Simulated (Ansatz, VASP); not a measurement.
**One calculation of Hf, two programs**

The input INCAR:

```
SYSTEM = Hf
PREC     = Accurate       ! precision mode
ENCUT    = 600            ! plane-wave cutoff, eV
EDIFF    = 1E-6           ! SCF threshold, eV
ISMEAR   = -1             ! smearing method
SIGMA    = 0.08           ! smearing width, eV
LREAL    = .FALSE.        ! projectors in reciprocal space
LASPH    = .TRUE.         ! aspherical terms in the spheres
NELM     = 60             ! most SCF steps
ALGO     = Normal         ! electronic algorithm
ISIF     = 3              ! what is computed and relaxed
LWAVE    = .FALSE.        ! write WAVECAR
LCHARG   = .FALSE.        ! write CHGCAR
IBRION   = 2              ! ionic algorithm
NSW      = 60             ! ionic steps
EDIFFG   = -0.005         ! ionic threshold
```

The input KPOINTS:

```
Automatic mesh
0
G
  17 17 17
  0 0 0
```

File POSCAR:

```
Hf
1.0
   -1.7333939410      1.7333939410      1.7333939410
    1.7333939410     -1.7333939410      1.7333939410
    1.7333939410      1.7333939410     -1.7333939410
Hf
1
Direct
    0.0000000000      0.0000000000      0.0000000000
```

Input for Ansatz:

```yaml
crystal:
  lattice:
    - [-1.733393941, 1.733393941, 1.733393941]
    - [1.733393941, -1.733393941, 1.733393941]
    - [1.733393941, 1.733393941, -1.733393941]
  atoms:
    - { symbol: Hf, position: [0.0, 0.0, 0.0] }
kpoints:
  mp_grid: { grid: [17, 17, 17] }
scf:
  occupations: { method: fermi_dirac, width: 0.08 }
hamiltonian:
  xc: lda
  pseudopotentials: { kind: paw }
output:
  forces: true
  stress: true
relax:
  f_tol: 0.005
  max_steps: 40
  cell: {}
```

Alike in both runs: task relaxation of cell and atoms; functional LDA; k mesh 17 × 17 × 17; occupations fermi-dirac, width 0.08 eV; no spin polarisation.

|  | VASP | Ansatz |
| --- | --- | --- |
| version | VASP 6.6.1 | Ansatz 0.2.0 |
| potentials or method | VASP PAW LDA potentials, release 64 (Hf_pv) | PAW with Ansatz's default frozen-core files, scalar-relativistic |
| plane-wave cutoff (eV) | 600 | 420 |
| valence electrons in the cell | 10 | 26 |

|  | VASP | Ansatz | Ansatz less VASP |
| --- | --- | --- | --- |
| relaxed volume (Å³/atom) | 20.45 | 20.42 | -0.026 |
| relaxed cell length with the largest relative difference (Å) | 2.984 | 2.983 | -0.0012 |

LDA's correlation is that of Perdew and Zunger in VASP and of Perdew and Wang (1992) in Ansatz. VASP's potentials hold 10 valence electrons a cell and Ansatz's 26, so a difference there can come from the potentials and not from the codes.

Neither program's run includes spin-orbit coupling.
